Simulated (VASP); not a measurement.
# AlNi (P4/mmm) in VASP: notebook

The runs below take AlNi through single point, with PBEsol.

Program: VASP 6.6.1. These are calculated values, not measurements. Logs are shortened: lines on timing, memory, paths and dates and some standing lists are left out, and cuts for length are marked.

## 1. The cell of the first run

The structure is tetragonal, space group P4/mmm (No. 123). Conventional cell: a = 2.944 Å, b = 2.944 Å, c = 2.912 Å, α = 90.00°, β = 90.00°, γ = 90.00°. Al (site symmetry 4/mmm) has 8 Ni at 2.54 Å and 6 Al at 2.91 to 2.94 Å within 3.4 Å. Ni (site symmetry 4/mmm) has 8 Al at 2.54 Å and 6 Ni at 2.91 to 2.94 Å within 3.4 Å.

## 2. Single point, PBEsol (strain +0.030 along x and y, +0.015 along z)

Contents of INCAR:

```
ALGO = Fast ; EDIFF = 1E-6
ENCUT = 520 ; GGA = PS
ISIF = 2 ; ISMEAR = 0
LASPH = True ; LCHARG = False
LREAL = False ; LWAVE = False
NBANDS = 14 ; NELM = 60
PREC = Accurate ; SIGMA = 0.15
```

Contents of KPOINTS:

```
k-points
0
Gamma
  20 20 20
```

Contents of POSCAR:

```
AlNi
1.0
    2.0819679297     -2.0819902819      0.0000000000
    2.0819679297      2.0819902819      0.0000000000
    0.0000000000      0.0000000000      2.9124499431
Al Ni
1 1
Direct
    0.0000000000      0.0000000000      0.0000000000
    0.5000000000      0.5000000000      0.5000000000
```

Potentials or basis: VASP PAW PBE potentials, release 64 (Al, Ni).

Run with:

```bash
$ cat potpaw_PBE.64/Al/POTCAR potpaw_PBE.64/Ni/POTCAR > POTCAR
$ mpirun -np 1 vasp_std > vasp.out
```

OUTCAR:

```text
EDIFF = 1E-6
   ENCUT = 520
   GGA = PS
   ISIF = 2
   ISMEAR = 0
   LASPH = True
   LREAL = False
   NELM = 60
   PREC = Accurate

 ion  position               nearest neighbor table
   1  0.000  0.000  0.000-   2 2.54   2 2.54   2 2.54   2 2.54   2 2.54   2 2.54   2 2.54   2 2.54

   2  0.500  0.500  0.500-   1 2.54   1 2.54   1 2.54   1 2.54   1 2.54   1 2.54   1 2.54   1 2.54

  LATTYP: Found a base centered orthorhombic cell.
 ALAT       =     4.1639358594
 B/A-ratio  =     1.0000107361
 C/A-ratio  =     0.6994463991

  Lattice vectors:

 A1 = (   2.0819679297,  -2.0819902819,   0.0000000000)
 A2 = (   2.0819679297,   2.0819902819,   0.0000000000)
 A3 = (   0.0000000000,   0.0000000000,   2.9124499431)

Analysis of symmetry for initial positions (statically):
=====================================================================
 Subroutine PRICEL returns:
 Original cell was already a primitive cell.

 Routine SETGRP: Setting up the symmetry group for a
 base centered orthorhombic supercell.

 Subroutine GETGRP returns: Found  8 space group operations
 (whereof  8 operations were pure point group operations)
 out of a pool of  8 trial point group operations.

The static configuration has the point symmetry D_2h.

Analysis of symmetry for dynamics (positions and initial velocities):
=====================================================================
 Subroutine PRICEL returns:
 Original cell was already a primitive cell.

 Routine SETGRP: Setting up the symmetry group for a
 base centered orthorhombic supercell.

 Subroutine GETGRP returns: Found  8 space group operations
 (whereof  8 operations were pure point group operations)
 out of a pool of  8 trial point group operations.

The dynamic configuration has the point symmetry D_2h.

 Subroutine INISYM returns: Found  8 space group operations
 (whereof  8 operations are pure point group operations),
 and found     1 'primitive' translations

----------------------------------------------------------------------------------------

                                     Primitive cell

  volume of cell :      25.2488

  direct lattice vectors                    reciprocal lattice vectors
     2.081967930 -2.081990282  0.000000000     0.240157398 -0.240154819  0.000000000
     2.081967930  2.081990282  0.000000000     0.240157398  0.240154819  0.000000000
     0.000000000  0.000000000  2.912449943     0.000000000  0.000000000  0.343353541

  length of vectors
     2.944363088  2.944363088  2.912449943     0.339632026  0.339632026  0.343353541

  position of ions in fractional coordinates (direct lattice)
     0.000000000  0.000000000  0.000000000
     0.500000000  0.500000000  0.500000000

  ion indices of the primitive-cell ions
   primitive index   ion index
                 1           1
                 2           2

----------------------------------------------------------------------------------------

 KPOINTS: k-points

Automatic generation of k-mesh.
 Grid dimensions read from file:
 generate k-points for:   20   20   20

 Generating k-lattice:

  Cartesian coordinates                     Fractional coordinates (reciprocal lattice)
     0.012007870 -0.012007741  0.000000000     0.050000000  0.000000000  0.000000000
     0.012007870  0.012007741  0.000000000     0.000000000  0.050000000  0.000000000
     0.000000000  0.000000000  0.017167677     0.000000000  0.000000000  0.050000000

  Length of vectors
     0.016981601  0.016981601  0.017167677

  Shift w.r.t. Gamma in fractional coordinates (k-lattice)
     0.000000000  0.000000000  0.000000000

 Subroutine IBZKPT returns following result:
 ===========================================

 Found   1221 irreducible k-points:

 Following reciprocal coordinates:
            Coordinates               Weight
  0.000000  0.000000  0.000000      1.000000
  0.050000  0.000000  0.000000      4.000000
  0.100000  0.000000  0.000000      4.000000
  0.150000  0.000000  0.000000      4.000000
  0.200000  0.000000  0.000000      4.000000
  0.250000  0.000000  0.000000      4.000000
[... 16 lines left out ...]
 -0.400000  0.050000  0.000000      4.000000
 -0.350000  0.050000  0.000000      4.000000
 [... further k-points ...]
   k-points           NKPTS =   1221   k-points in BZ     NKDIM =   1221   number of bands    NBANDS=     14
   number of dos      NEDOS =    301   number of ions     NIONS =      2
   total plane-waves  NPLWV =  13824
   dimension x,y,z NGX =    24 NGY =   24 NGZ =   24
   dimension x,y,z NGXF=    48 NGYF=   48 NGZF=   48
   ions per type =               1   1
   NGX,Y,Z   is equivalent  to a cutoff of  13.55, 13.55, 13.70 a.u.
   NGXF,Y,Z  is equivalent  to a cutoff of  27.10, 27.10, 27.40 a.u.
 SYSTEM =  unknown system
   PREC   = accura    normal or accurate (medium, high low for compatibility)
   ISTART =      0    job   : 0-new  1-cont  2-samecut
   ICHARG =      2    charge: 1-file 2-atom 10-const
   ISPIN  =      1    spin polarized calculation?
   LNONCOLLINEAR =      F non collinear calculations
   LSORBIT =      F    spin-orbit coupling
   LASPH  =      T    aspherical Exc in radial PAW
   ENCUT  =  520.0 eV  38.22 Ry    6.18 a.u.   5.47  5.47  5.42*2*pi/ulx,y,z
   NELM   =     60;   NELMIN=  2; NELMDL= -5     # of ELM steps
   EDIFF  = 0.1E-05   stopping-criterion for ELM
   LREAL  =      F    real-space projection
[... 7 lines left out ...]
   TEBEG  =    0.0;   TEEND  =   0.0 temperature during run
   PSTRESS=    0.0 pullay stress
   NELECT =      13.0000    total number of electrons
   NUPDOWN=      -1.0000    fix difference up-down
   EMIN   =  10.00;   EMAX   =-10.00  energy-range for DOS
   EFERMI =   0.00;   METHOD = LEGACY
   ISMEAR =     0;   SIGMA  =   0.15  broadening in eV -4-tet -1-fermi 0-gaus
   EFERMI_NEDOS =   21; number of points for ismear=-14 and -15
   IALGO  =     68    algorithm
   IMIX   =      4    mixing-type and parameters
     AMIX     =   0.40;   BMIX     =  1.00
     AMIX_MAG =   1.60;   BMIX_MAG =  1.00
  volume/ion in A,a.u.               =      12.62        85.19
  Fermi-wavevector in a.u.,A,eV,Ry     =   1.312126  2.479559 23.424806  1.721675
  Thomas-Fermi vector in A             =   2.442540
   LORBIT       =      0    0 simple, 1 ext, 2 COOP (PROOUT), +10 PAW based schemes
   GGA     = PS    functional components
   LHFCALC =     F    Hartree Fock is set to
   AEXX    =    0.0000 exact exchange contribution
   IVDW    =     0    specifies the selected vdW correction
   LEPSILON=     F    determine dielectric tensor
   LRPA    =     F    only Hartree local field effects (RPA)
 non-spin polarized calculation
 RMM-DIIS sequential band-by-band and
 Gauss-broadening in eV      SIGMA  =   0.15
  energy-cutoff  :      520.00
  volume of cell :       25.25
 maximum number of plane-waves:       707
 NGX is ok and might be reduce to    24
   NGX = 11   NGY = 11   NGZ = 11

 number of electron      12.9999996 magnetization

 Free energy of the ion-electron system (eV)
  ---------------------------------------------------
  ext. energy  EPLUGINS =         0.00000000
  ---------------------------------------------------
  free energy    TOTEN  =       -11.52663087 eV

  energy without entropy =      -11.51625725  energy(sigma->0) =      -11.52144406

 E-fermi :   9.2013     XC(G=0): -11.9050

 val. band max:        9.1974546242   @ k =  -0.4500   0.4000   0.2500
 cond. band min:       9.2013963914   @ k =   0.3500   0.0500   0.3000
 fundamental gap:      0.0039417673
 Fermi energy:         9.2012761448

 k-point     1 :       0.0000    0.0000    0.0000
  band No.  band energies     occupation
      1      -1.5408      2.00000
      2       6.2127      2.00000
      3       6.2193      2.00000
      4       7.7481      2.00000
      5       7.7768      2.00000
      6       7.7768      2.00000
      7      14.3475      0.00000
      8      14.3476      0.00000
      9      14.7227      0.00000
     10      17.1277      0.00000
     11      17.2094      0.00000
     12      21.9841      0.00000
     13      29.3208      0.00000
     14      29.5599      0.00000

 k-point     2 :       0.0500    0.0000    0.0000
  band No.  band energies     occupation
      1      -1.4967      2.00000
      2       6.2100      2.00000
      3       6.2279      2.00000
      4       7.7291      2.00000
      5       7.7589      2.00000
      6       7.7787      2.00000
      7      13.8423      0.00000
      8      14.4064      0.00000
      9      14.7803      0.00000
     10      17.1888      0.00000
     11      17.6166      0.00000
     12      22.1366      0.00000
     13      28.7176      0.00000
     14      28.9862      0.00000

 k-point     3 :       0.1000    0.0000    0.0000
  band No.  band energies     occupation
      1      -1.3649      2.00000
      2       6.1929      2.00000
      3       6.2563      2.00000
      4       7.6749      2.00000
      5       7.7078      2.00000
      6       7.7843      2.00000
      7      12.8359      0.00000
      8      14.5799      0.00000
      9      14.9507      0.00000
     10      17.2036      0.00000
     11      18.4711      0.00000
     12      22.6236      0.00000
     13      27.5880      0.00000
     14      27.8777      0.00000
[... 324 lines left out ...]
 k-point    23 :      -0.4000    0.0500    0.0000
  band No.  band energies     occupation
      1       1.2105      2.00000
      2       4.1371      2.00000
      3       6.6069      2.00000
      4       7.1331      2.00000
      5       7.2051      2.00000
      6       7.8327      2.00000
      7       8.6906      2.00000
      8      16.5529      0.00000
      9      17.9274      0.00000
     10      18.0292      0.00000
     11      20.6275      0.00000
     12      21.2933      0.00000
     13      22.2272      0.00000
     14      25.0061      0.00000

 k-point    24 :      -0.3500    0.0500    0.0000
  band No.  band energies     occupation
      1       0.5980      2.00000
      2       4.8362      2.00000
      3       6.5555      2.00000
      4       7.1946      2.00000
      5       7.2674      2.00000
      6       7.8238      2.00000
      7       8.9086      1.99420
      8      16.0642      0.00000
      9      17.2574      0.00000
     10      17.9011      0.00000
     11      21.4861      0.00000
     12      21.6830      0.00000
     13      22.2631      0.00000
     14      25.4462      0.00000

 [... further k-points ...]
[... 5 lines left out ...]
  --------------------------------------------------------------------------------------
  -------------------------------------------------------------------------------------
  Total       -1.7773586     -1.7776929     -1.6641452     -0.0000000      0.0000000      0.0000000
  in kB     -112.7832078   -112.8044226   -105.5991947     -0.0000000      0.0000000      0.0000000
  external PRESSURE =    -110.3956084 kB  Pullay stress =       0.0000000 kB

 VOLUME and BASIS-vectors are now :
 -----------------------------------------------------------------------------
  energy-cutoff  :      520.00
  volume of cell :       25.25
      direct lattice vectors                 reciprocal lattice vectors
     2.081967930 -2.081990282  0.000000000     0.240157398 -0.240154819  0.000000000
     2.081967930  2.081990282  0.000000000     0.240157398  0.240154819  0.000000000
     0.000000000  0.000000000  2.912449943     0.000000000  0.000000000  0.343353541

 POSITION                                       TOTAL-FORCE (eV/Angst)
 -----------------------------------------------------------------------------------
      0.00000      0.00000      0.00000        -0.000000      0.000000      0.000000
      2.08197      0.00000      1.45622         0.000000     -0.000000      0.000000
 -----------------------------------------------------------------------------------
    total drift:                                0.000000     -0.000000     -0.000000

  FREE ENERGIE OF THE ION-ELECTRON SYSTEM (eV)
  ---------------------------------------------------
  free  energy   TOTEN  =       -11.5266308668 eV

  energy  without entropy=      -11.5162572521  energy(sigma->0) =      -11.52144406
```

It took 9.4 min on 1 thread of Intel Xeon 8259CL, shared host; peak memory 0.53 GiB.

Results:

* Free energy: -11.5266 eV
* Pressure: -11.0 GPa
* Band gap on the k mesh: zero (an odd number of electrons rules out a gap without spin polarisation)

Caveat: the cell differs from its parent crystal (strain +0.030 along x and y, +0.015 along z); the cell stands under tension; the PAW data sets were made with another functional, which shifts forces and pressure a little. Spin polarisation is off, so any magnetic state and its effect on volume and gap are missing.

## 3. Single point, PBEsol (strain +0.030 along x and y, +0.030 along z)

Contents of INCAR:

```
SYSTEM = AlNi
PREC = Accurate
ENCUT = 520
EDIFF = 1E-6
ISMEAR = 0
SIGMA = 0.15
LREAL = .FALSE.
LASPH = .TRUE.
NELM = 60
ALGO = Fast
ISIF = 2
LWAVE = .FALSE.
LCHARG = .FALSE.
GGA = PS
NBANDS = 14
```

Contents of KPOINTS:

```
regular mesh
0
G
  20 20 20
  0 0 0
```

POSCAR, as its differences from that of step 2:

```diff
@@ -4,3 +4,3 @@
     2.0819679297      2.0819902819      0.0000000000
-    0.0000000000      0.0000000000      2.9124499431
+    0.0000000000      0.0000000000      2.9554910752
 Al Ni
```

Potentials or basis: VASP PAW PBE potentials, release 64 (Al, Ni).

Run with:

```bash
$ cat potpaw_PBE.64/Al/POTCAR potpaw_PBE.64/Ni/POTCAR > POTCAR
$ mpirun -np 1 vasp_std > vasp.out
```

OUTCAR:

```text
SYSTEM = AlNi
   PREC = Accurate
   ENCUT = 520
   EDIFF = 1E-6
   ISMEAR = 0
   LREAL = .FALSE.
   LASPH = .TRUE.
   NELM = 60
   ISIF = 2
   GGA = PS

 ion  position               nearest neighbor table
   1  0.000  0.000  0.000-   2 2.55   2 2.55   2 2.55   2 2.55   2 2.55   2 2.55   2 2.55   2 2.55

   2  0.500  0.500  0.500-   1 2.55   1 2.55   1 2.55   1 2.55   1 2.55   1 2.55   1 2.55   1 2.55

  LATTYP: Found a base centered orthorhombic cell.
 ALAT       =     4.1639358594
 B/A-ratio  =     1.0000107361
 C/A-ratio  =     0.7097830454

  Lattice vectors:

 A1 = (   2.0819679297,  -2.0819902819,   0.0000000000)
 A2 = (   2.0819679297,   2.0819902819,   0.0000000000)
 A3 = (   0.0000000000,   0.0000000000,   2.9554910752)

Analysis of symmetry for initial positions (statically):
=====================================================================
 Subroutine PRICEL returns:
 Original cell was already a primitive cell.

 Routine SETGRP: Setting up the symmetry group for a
 base centered orthorhombic supercell.

 Subroutine GETGRP returns: Found  8 space group operations
 (whereof  8 operations were pure point group operations)
 out of a pool of  8 trial point group operations.

The static configuration has the point symmetry D_2h.

Analysis of symmetry for dynamics (positions and initial velocities):
=====================================================================
 Subroutine PRICEL returns:
 Original cell was already a primitive cell.

 Routine SETGRP: Setting up the symmetry group for a
 base centered orthorhombic supercell.

 Subroutine GETGRP returns: Found  8 space group operations
 (whereof  8 operations were pure point group operations)
 out of a pool of  8 trial point group operations.

The dynamic configuration has the point symmetry D_2h.

 Subroutine INISYM returns: Found  8 space group operations
 (whereof  8 operations are pure point group operations),
 and found     1 'primitive' translations

----------------------------------------------------------------------------------------

                                     Primitive cell

[... 118 lines left out ...]
   IVDW    =     0    specifies the selected vdW correction
   LEPSILON=     F    determine dielectric tensor
   LRPA    =     F    only Hartree local field effects (RPA)
 non-spin polarized calculation
 RMM-DIIS sequential band-by-band and
 Gauss-broadening in eV      SIGMA  =   0.15
  energy-cutoff  :      520.00
  volume of cell :       25.62
 maximum number of plane-waves:       723
 NGX is ok and might be reduce to    24
   NGX = 11   NGY = 11   NGZ = 11

 number of electron      12.9999992 magnetization

 Free energy of the ion-electron system (eV)
  ---------------------------------------------------
  ext. energy  EPLUGINS =         0.00000000
  ---------------------------------------------------
  free energy    TOTEN  =       -11.49994592 eV

  energy without entropy =      -11.48947895  energy(sigma->0) =      -11.49471244

 E-fermi :   9.0196     XC(G=0): -11.8355

 val. band max:        9.0134890011   @ k =  -0.3000   0.0500   0.3500
 cond. band min:       9.0205161596   @ k =   0.2500   0.0500   0.3500
 fundamental gap:      0.0070271584
 Fermi energy:         9.0195680070

 k-point     1 :       0.0000    0.0000    0.0000
  band No.  band energies     occupation
      1      -1.6197      2.00000
      2       6.0976      2.00000
      3       6.1000      2.00000
      4       7.6095      2.00000
      5       7.6095      2.00000
      6       7.6192      2.00000
      7      14.1457      0.00000
      8      14.2733      0.00000
      9      14.2734      0.00000
     10      16.9276      0.00000
     11      16.9587      0.00000
     12      21.5478      0.00000
     13      29.1021      0.00000
     14      29.1724      0.00000
[... 377 lines left out ...]
      1       0.5184      2.00000
      2       4.7555      2.00000
      3       6.4371      2.00000
      4       7.0782      2.00000
      5       7.0783      2.00000
      6       7.6573      2.00000
      7       8.7689      1.98189
      8      15.9534      0.00000
      9      16.7007      0.00000
     10      17.6820      0.00000
     11      21.2677      0.00000
     12      21.4007      0.00000
     13      21.7216      0.00000
     14      24.9911      0.00000

 [... further k-points ...]
[... 5 lines left out ...]
  --------------------------------------------------------------------------------------
  -------------------------------------------------------------------------------------
  Total       -2.0332697     -2.0335810     -2.0698602      0.0000000      0.0000000      0.0000000
  in kB     -127.1432183   -127.1626831   -129.4312693      0.0000000      0.0000000      0.0000000
  external PRESSURE =    -127.9123902 kB  Pullay stress =       0.0000000 kB

 VOLUME and BASIS-vectors are now :
 -----------------------------------------------------------------------------
  energy-cutoff  :      520.00
  volume of cell :       25.62
      direct lattice vectors                 reciprocal lattice vectors
     2.081967930 -2.081990282  0.000000000     0.240157398 -0.240154819  0.000000000
     2.081967930  2.081990282  0.000000000     0.240157398  0.240154819  0.000000000
     0.000000000  0.000000000  2.955491075     0.000000000  0.000000000  0.338353246

 POSITION                                       TOTAL-FORCE (eV/Angst)
 -----------------------------------------------------------------------------------
      0.00000      0.00000      0.00000         0.000000      0.000000      0.000000
      2.08197      0.00000      1.47775         0.000000     -0.000000      0.000000
 -----------------------------------------------------------------------------------
    total drift:                                0.000000     -0.000000     -0.000000

  FREE ENERGIE OF THE ION-ELECTRON SYSTEM (eV)
  ---------------------------------------------------
  free  energy   TOTEN  =       -11.4999459169 eV

  energy  without entropy=      -11.4894789536  energy(sigma->0) =      -11.49471244
```

Run time: 7.7 min. Hardware: 1 thread of Intel Xeon 8259CL, shared host; peak memory 0.54 GiB.

What came out:

```yaml
Free_energy: -11.4999 eV
Pressure: -12.8 GPa
Band_gap_on_the_k_mesh: zero (an odd number of electrons rules out a gap without spin polarisation)
```

Caveat: the cell differs from its parent crystal (strain +0.030 along x and y, +0.030 along z); the cell stands under tension; the PAW data sets were made with another functional, which shifts forces and pressure a little.
